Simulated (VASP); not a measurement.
A run of VASP 6.6.1:

File INCAR:

```
ALGO = Fast ; EDIFF = 1E-6
EDIFFG = -0.01 ; ENCUT = 600
GGA = PS ; IBRION = 2
ISIF = 3 ; ISMEAR = -1
LASPH = T ; LCHARG = F
LREAL = F ; LWAVE = F
NELM = 80 ; NSW = 60
PREC = Accurate ; PSTRESS = 100.0
SIGMA = 0.05
```

The input KPOINTS:

```
k-points
0
Gamma
  7 7 7
```

The input POSCAR:

```
ScAl3
1.0
    4.0878065700      0.0000000000      0.0000000000
    0.0000000000      4.0878065700      0.0000000000
    0.0000000000      0.0000000000      4.0878065700
Sc Al
1 3
Direct
    0.0000000000      0.0000000000      0.0000000000
    0.5000000000      0.5000000000      0.0000000000
    0.0000000000      0.5000000000      0.5000000000
    0.5000000000      0.0000000000      0.5000000000
```

Potentials or basis: VASP PAW PBE potentials, release 64 (Sc_sv, Al).

Command:

```sh
$ cat potpaw_PBE.64/Sc_sv/POTCAR potpaw_PBE.64/Al/POTCAR > POTCAR
$ mpirun -np 1 vasp_std > vasp.out
```

Hardware: 1 thread of AMD EPYC 9R45 96-Core Processor (Zen 5), with other jobs on the host.

Question: Estimate the wall time of this run.

Answer: Wall time 49 s on 1 thread of AMD EPYC 9R45 96-Core Processor (Zen 5), on a shared host, peak memory 0.19 GiB. Counts: scf iterations 53, k points 20, ion steps 3.
